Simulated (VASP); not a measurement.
# CoSi (rocksalt type) (Fm-3m) in VASP: notebook

Runs on CoSi (rocksalt type). Level: PBE. Tasks: single point.

Program: VASP 6.6.1. These are calculated values, not measurements. Logs are shortened: lines on timing, memory, paths and dates and some standing lists are left out, and cuts for length are marked.

### 1 The cell of the first run

It takes space group Fm-3m (No. 225, cubic). The conventional cell has a = 4.181 Å, b = 4.181 Å, c = 4.181 Å, α = 90.00°, β = 90.00°, γ = 90.00°. Within 2.8 Å of Co (site symmetry m-3m) lie 6 Si at 2.09 Å. Si (site symmetry m-3m) has 6 Co at 2.09 Å within 2.8 Å.

### 2 Single point, PBE (volume scaled by 0.72)

INCAR reads:

```
SYSTEM = CoSi
PREC = Accurate
ENCUT = 520
EDIFF = 1E-6
ISMEAR = -1
SIGMA = 0.1
LREAL = .FALSE.
LASPH = .TRUE.
NELM = 60
ALGO = Normal
ISIF = 2
LWAVE = .FALSE.
LCHARG = .FALSE.
GGA = PE
NBANDS = 14
```

KPOINTS reads:

```
regular mesh
0
G
  16 16 16
  0 0 0
```

POSCAR reads:

```
CoSi
1.0
    0.0000000000      2.0904087740      2.0904087740
    2.0904087740      0.0000000000      2.0904087740
    2.0904087740      2.0904087740      0.0000000000
Co Si
1 1
Direct
    0.0000000000      0.0000000000      0.0000000000
    0.5000000000      0.5000000000      0.5000000000
```

Potentials or basis: VASP PAW PBE potentials, release 64 (Co, Si).

Run with:

```bash
$ cat potpaw_PBE.64/Co/POTCAR potpaw_PBE.64/Si/POTCAR > POTCAR
$ mpirun -np 1 vasp_std > vasp.out
```

OUTCAR:

```text
SYSTEM = CoSi
   PREC = Accurate
   ENCUT = 520
   EDIFF = 1E-6
   ISMEAR = -1
   LREAL = .FALSE.
   LASPH = .TRUE.
   NELM = 60
   ISIF = 2
   GGA = PE

 ion  position               nearest neighbor table
   1  0.000  0.000  0.000-   2 2.09   2 2.09   2 2.09   2 2.09   2 2.09   2 2.09
   2  0.500  0.500  0.500-   1 2.09   1 2.09   1 2.09   1 2.09   1 2.09   1 2.09

  LATTYP: Found a face centered cubic cell.
 ALAT       =     4.1808175480

  Lattice vectors:

 A1 = (   0.0000000000,   2.0904087740,   2.0904087740)
 A2 = (   2.0904087740,   0.0000000000,   2.0904087740)
 A3 = (   2.0904087740,   2.0904087740,   0.0000000000)

Analysis of symmetry for initial positions (statically):
=====================================================================
 Subroutine PRICEL returns:
 Original cell was already a primitive cell.

 Routine SETGRP: Setting up the symmetry group for a
 face centered cubic supercell.

 Subroutine GETGRP returns: Found 48 space group operations
 (whereof 48 operations were pure point group operations)
 out of a pool of 48 trial point group operations.

The static configuration has the point symmetry O_h .

Analysis of symmetry for dynamics (positions and initial velocities):
=====================================================================
 Subroutine PRICEL returns:
 Original cell was already a primitive cell.

 Routine SETGRP: Setting up the symmetry group for a
 face centered cubic supercell.

 Subroutine GETGRP returns: Found 48 space group operations
 (whereof 48 operations were pure point group operations)
 out of a pool of 48 trial point group operations.

The dynamic configuration has the point symmetry O_h .

 Subroutine INISYM returns: Found 48 space group operations
 (whereof 48 operations are pure point group operations),
 and found     1 'primitive' translations

----------------------------------------------------------------------------------------

                                     Primitive cell

  volume of cell :      18.2694

  direct lattice vectors                    reciprocal lattice vectors
     0.000000000  2.090408774  2.090408774    -0.239187668  0.239187668  0.239187668
     2.090408774  0.000000000  2.090408774     0.239187668 -0.239187668  0.239187668
     2.090408774  2.090408774  0.000000000     0.239187668  0.239187668 -0.239187668

  length of vectors
     2.956284439  2.956284439  2.956284439     0.414285194  0.414285194  0.414285194

  position of ions in fractional coordinates (direct lattice)
     0.000000000  0.000000000  0.000000000
     0.500000000  0.500000000  0.500000000

  ion indices of the primitive-cell ions
   primitive index   ion index
                 1           1
                 2           2

----------------------------------------------------------------------------------------

 KPOINTS: regular mesh

Automatic generation of k-mesh.
 Grid dimensions read from file:
 generate k-points for:   16   16   16

 Generating k-lattice:

  Cartesian coordinates                     Fractional coordinates (reciprocal lattice)
    -0.014949229  0.014949229  0.014949229     0.062500000  0.000000000  0.000000000
     0.014949229 -0.014949229  0.014949229     0.000000000  0.062500000  0.000000000
     0.014949229  0.014949229 -0.014949229     0.000000000  0.000000000  0.062500000

  Length of vectors
     0.025892825  0.025892825  0.025892825

  Shift w.r.t. Gamma in fractional coordinates (k-lattice)
     0.000000000  0.000000000  0.000000000

 Subroutine IBZKPT returns following result:
 ===========================================

 Found    145 irreducible k-points:

 Following reciprocal coordinates:
            Coordinates               Weight
  0.000000  0.000000  0.000000      1.000000
  0.062500  0.000000  0.000000      8.000000
  0.125000  0.000000  0.000000      8.000000
  0.187500  0.000000  0.000000      8.000000
  0.250000  0.000000  0.000000      8.000000
  0.312500  0.000000  0.000000      8.000000
[... 16 lines left out ...]
 -0.125000  0.062500  0.000000     24.000000
 -0.062500  0.062500  0.000000     12.000000
 [... further k-points ...]
   k-points           NKPTS =    145   k-points in BZ     NKDIM =    145   number of bands    NBANDS=     14
   number of dos      NEDOS =    301   number of ions     NIONS =      2
   total plane-waves  NPLWV =  13824
   dimension x,y,z NGX =    24 NGY =   24 NGZ =   24
   dimension x,y,z NGXF=    48 NGYF=   48 NGZF=   48
   ions per type =               1   1
   NGX,Y,Z   is equivalent  to a cutoff of  13.50, 13.50, 13.50 a.u.
   NGXF,Y,Z  is equivalent  to a cutoff of  26.99, 26.99, 26.99 a.u.
 SYSTEM =  CoSi
   PREC   = accura    normal or accurate (medium, high low for compatibility)
   ISTART =      0    job   : 0-new  1-cont  2-samecut
   ICHARG =      2    charge: 1-file 2-atom 10-const
   ISPIN  =      1    spin polarized calculation?
   LNONCOLLINEAR =      F non collinear calculations
   LSORBIT =      F    spin-orbit coupling
   LASPH  =      T    aspherical Exc in radial PAW
   ENCUT  =  520.0 eV  38.22 Ry    6.18 a.u.   5.50  5.50  5.50*2*pi/ulx,y,z
   NELM   =     60;   NELMIN=  2; NELMDL= -5     # of ELM steps
   EDIFF  = 0.1E-05   stopping-criterion for ELM
   LREAL  =      F    real-space projection
   EDIFFG = 0.1E-04   stopping-criterion for IOM
   NSW    =      0    number of steps for IOM
   IBRION =     -1    ionic relax: 0-MD 1-quasi-New 2-CG
   NFREE  =      0    steps in history (QN), initial steepest desc. (CG)
   ISIF   =      2    stress and relaxation
   ISYM   =      2    0-nonsym 1-usesym 2-fastsym
   POTIM  = 0.5000    time-step for ionic-motion
   TEBEG  =    0.0;   TEEND  =   0.0 temperature during run
   PSTRESS=    0.0 pullay stress
   NELECT =      13.0000    total number of electrons
   NUPDOWN=      -1.0000    fix difference up-down
   EMIN   =  10.00;   EMAX   =-10.00  energy-range for DOS
   EFERMI =   0.00;   METHOD = LEGACY
   ISMEAR =    -1;   SIGMA  =   0.10  broadening in eV -4-tet -1-fermi 0-gaus
   EFERMI_NEDOS =   21; number of points for ismear=-14 and -15
   IALGO  =     38    algorithm
   IMIX   =      4    mixing-type and parameters
     AMIX     =   0.40;   BMIX     =  1.00
     AMIX_MAG =   1.60;   BMIX_MAG =  1.00
  volume/ion in A,a.u.               =       9.13        61.64
  Fermi-wavevector in a.u.,A,eV,Ry     =   1.461554  2.761936 29.063932  2.136139
  Thomas-Fermi vector in A             =   2.577871
   LORBIT       =      0    0 simple, 1 ext, 2 COOP (PROOUT), +10 PAW based schemes
   GGA     = PE    functional components
[... 5 lines left out ...]
 non-spin polarized calculation
  energy-cutoff  :      520.00
  volume of cell :       18.27
 maximum number of plane-waves:       531
 NGX is ok and might be reduce to    24
   NGX = 11   NGY = 11   NGZ = 11

 number of electron      12.9999995 magnetization

 Free energy of the ion-electron system (eV)
  ---------------------------------------------------
  ext. energy  EPLUGINS =         0.00000000
  ---------------------------------------------------
  free energy    TOTEN  =       -10.52131046 eV

  energy without entropy =      -10.49036046  energy(sigma->0) =      -10.50583546

 E-fermi :  15.2055     XC(G=0): -13.6982

 val. band max:       15.2013313445   @ k =  -0.3125   0.1875   0.0625
 cond. band min:      15.2187659988   @ k =   0.5000   0.5000   0.0000
 fundamental gap:      0.0174346542
 Fermi energy:        15.2054568743

 k-point     1 :       0.0000    0.0000    0.0000
  band No.  band energies     occupation
      1       0.1037      2.00000
      2      11.7747      2.00000
      3      11.7747      2.00000
      4      11.7747      2.00000
      5      12.0713      2.00000
      6      12.0713      2.00000
      7      21.3699      0.00000
      8      21.3699      0.00000
      9      21.3699      0.00000
     10      27.4034      0.00000
     11      27.5439      0.00000
     12      27.5439      0.00000
     13      27.5439      0.00000
     14      33.3887      0.00000

 k-point     2 :       0.0625    0.0000    0.0000
  band No.  band energies     occupation
      1       0.2067      2.00000
      2      11.6870      2.00000
      3      11.7976      2.00000
      4      11.7976      2.00000
      5      12.0407      2.00000
      6      12.0407      2.00000
      7      20.9423      0.00000
      8      21.4420      0.00000
      9      21.4420      0.00000
     10      26.3803      0.00000
     11      27.5919      0.00000
     12      27.5919      0.00000
     13      28.9090      0.00000
     14      32.4650      0.00000

 k-point     3 :       0.1250    0.0000    0.0000
  band No.  band energies     occupation
      1       0.5139      2.00000
      2      11.4234      2.00000
      3      11.7383      2.00000
      4      11.7383      2.00000
      5      12.0883      2.00000
      6      12.0883      2.00000
      7      19.8644      0.00000
      8      21.6351      0.00000
      9      21.6351      0.00000
     10      25.6493      0.00000
     11      27.6658      0.00000
     12      27.6658      0.00000
     13      30.3505      0.00000
     14      31.1846      0.00000

 k-point     4 :       0.1875    0.0000    0.0000
  band No.  band energies     occupation
      1       1.0193      2.00000
      2      10.9783      2.00000
      3      11.5269      2.00000
      4      11.5269      2.00000
      5      12.3095      2.00000
      6      12.3095      2.00000
      7      18.5311      0.00000
      8      21.8924      0.00000
      9      21.8924      0.00000
     10      25.0766      0.00000
     11      27.4700      0.00000
     12      27.4700      0.00000
     13      30.4507      0.00000
     14      30.4507      0.00000

 k-point     5 :       0.2500    0.0000    0.0000
  band No.  band energies     occupation
      1       1.7128      2.00000
      2      10.3353      2.00000
      3      11.2733      2.00000
      4      11.2733      2.00000
      5      12.6163      2.00000
      6      12.6163      2.00000
      7      17.2449      0.00000
      8      22.1516      0.00000
      9      22.1516      0.00000
     10      24.5383      0.00000
     11      26.7481      0.00000
[... 276 lines left out ...]
 k-point    22 :      -0.1875    0.0625    0.0000
  band No.  band energies     occupation
      1       1.3176      2.00000
      2      10.7801      2.00000
      3      11.3793      2.00000
      4      11.4147      2.00000
      5      12.3022      2.00000
      6      12.5516      2.00000
      7      18.1447      0.00000
      8      20.7675      0.00000
      9      22.9074      0.00000
     10      25.1434      0.00000
     11      26.9766      0.00000
     12      27.1716      0.00000
     13      29.1197      0.00000
     14      31.5022      0.00000

 k-point    23 :      -0.1250    0.0625    0.0000
  band No.  band energies     occupation
      1       0.7504      2.00000
      2      11.2683      2.00000
      3      11.6023      2.00000
      4      11.6720      2.00000
      5      12.0462      2.00000
      6      12.2861      2.00000
      7      19.4927      0.00000
      8      20.7640      0.00000
      9      22.3773      0.00000
     10      25.5408      0.00000
     11      27.4819      0.00000
     12      27.6425      0.00000
     13      29.4722      0.00000
     14      31.3041      0.00000

 k-point    24 :      -0.0625    0.0625    0.0000
  band No.  band energies     occupation
      1       0.3777      2.00000
      2      11.5635      2.00000
      3      11.7480      2.00000
      4      11.8726      2.00000
      5      11.8958      2.00000
      6      12.1210      2.00000
      7      20.5992      0.00000
      8      20.9281      0.00000
      9      21.8648      0.00000
     10      25.9252      0.00000
     11      27.6148      0.00000
     12      27.6410      0.00000
     13      29.9467      0.00000
     14      30.8671      0.00000

 [... further k-points ...]

------------------------ aborting loop because EDIFF is reached ----------------------------------------

  FORCE on cell =-STRESS in cart. coord.  units (eV):
  Direction    XX          YY          ZZ          XY          YZ          ZX
  --------------------------------------------------------------------------------------
  -------------------------------------------------------------------------------------
  Total       12.2972322     12.2972322     12.2972322     -0.0000000      0.0000000     -0.0000000
  in kB     1078.4358153   1078.4358153   1078.4358153     -0.0000000      0.0000000     -0.0000000
  external PRESSURE =    1078.4358153 kB  Pullay stress =       0.0000000 kB

 VOLUME and BASIS-vectors are now :
 -----------------------------------------------------------------------------
  energy-cutoff  :      520.00
  volume of cell :       18.27
      direct lattice vectors                 reciprocal lattice vectors
     0.000000000  2.090408774  2.090408774    -0.239187668  0.239187668  0.239187668
     2.090408774  0.000000000  2.090408774     0.239187668 -0.239187668  0.239187668
     2.090408774  2.090408774  0.000000000     0.239187668  0.239187668 -0.239187668

 POSITION                                       TOTAL-FORCE (eV/Angst)
 -----------------------------------------------------------------------------------
      0.00000      0.00000      0.00000         0.000000      0.000000      0.000000
      2.09041      2.09041      2.09041        -0.000000     -0.000000     -0.000000
 -----------------------------------------------------------------------------------
    total drift:                                0.000000     -0.000000     -0.000000

  FREE ENERGIE OF THE ION-ELECTRON SYSTEM (eV)
  ---------------------------------------------------
  free  energy   TOTEN  =       -10.5213104602 eV

  energy  without entropy=      -10.4903604619  energy(sigma->0) =      -10.50583546
```

Wall time 23 s (1 thread of Intel Xeon Platinum 8259CL at 2.50GHz (Skylake/Cascade Lake), shared host); peak memory 0.16 GiB.

What came out:

* Free energy: -10.5213 eV
* Pressure: 107.8 GPa

 Spin polarisation is off, so any magnetic state and its effect on volume and gap are missing.

(Part 1 of 2 ends here.)
